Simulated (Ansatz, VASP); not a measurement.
## One calculation of KBr, two programs

Contents of INCAR:

```
SYSTEM = KBr
PREC = Accurate
ENCUT = 520
EDIFF = 1E-6
ISMEAR = 0
SIGMA = 0.05
LREAL = .False.
LASPH = .True.
NELM = 100
ALGO = Normal
ISIF = 2
LWAVE = .False.
LCHARG = .True.
LELF = .True.
LVHAR = .True.
NBANDS = 24
```

Contents of KPOINTS:

```
Automatic mesh
0
Gamma
  6 6 4
  0 0 0
```

The input POSCAR:

```
KBr
1.0
    3.8300121826      0.0000000000      0.0000000000
    0.0000000000      3.8300121826      0.0000000000
    0.0000000000      0.0000000000      7.6600243652
K Br
2 2
Direct
    0.0000000000      0.0000000000     -0.0462139522
    0.0000000000      0.0000000000      0.4537860478
    0.4418278613      0.5000000000      0.2726132230
    0.5581721387      0.5000000000      0.7726132230
```

Input for Ansatz:

```yaml
crystal:
  lattice:
    - [3.8300121826, 0.0, 0.0]
    - [0.0, 3.8300121826, 0.0]
    - [0.0, 0.0, 7.6600243652]
  atoms:
    - { symbol: K, position: [0.0, 0.0, -0.0462139522] }
    - { symbol: K, position: [0.0, 0.0, 0.4537860478] }
    - { symbol: Br, position: [0.4418278613, 0.5, 0.272613223] }
    - { symbol: Br, position: [0.5581721387, 0.5, 0.772613223] }
basis:
  ecutwfc: 420
kpoints:
  mp_grid: { grid: [6, 6, 4] }
hamiltonian:
  xc: lda
scf:
  occupations: { method: gaussian, width: 0.05 }
output:
  forces: true
  stress: true
  eigenvalues: true
  write_density: true
  write_potential: true
  elf: true
  volumetric_format: npy
```

Change from the starting cell: mode 4 frozen in at -0.223 Å and mode 10 at -0.354 Å (largest displacements).

Alike in both runs: task single point; functional LDA; k mesh 6 × 6 × 4; occupations gaussian, width 0.05 eV; no spin polarisation.

|  | VASP | Ansatz |
| --- | --- | --- |
| version | VASP 6.6.1 | Ansatz 0.2.0 |
| potentials or method | VASP PAW LDA potentials, release 64 (K_sv, Br), cutoff 520 eV | scalar-relativistic, plane waves, PAW |
| valence electrons in the cell | 32 | 32 |

```tsv
	VASP	Ansatz	Ansatz less VASP
gap on the k mesh at the Fermi level (eV)	4.12	4.11	-0.010
least direct gap on the mesh (eV)	4.35	4.34	-0.011
pressure (GPa)	2.9	2.7	-0.16
traceless stress, the component that is largest in VASP (GPa)	-1.18	-1.13	+0.042
rms of the force components (eV/Å)	0.510	0.497	-0.0136
```

LDA's correlation is that of Perdew and Zunger in VASP and of Perdew and Wang (1992) in Ansatz. Atom by atom the forces differ by 0.014 eV/Å (rms over components).
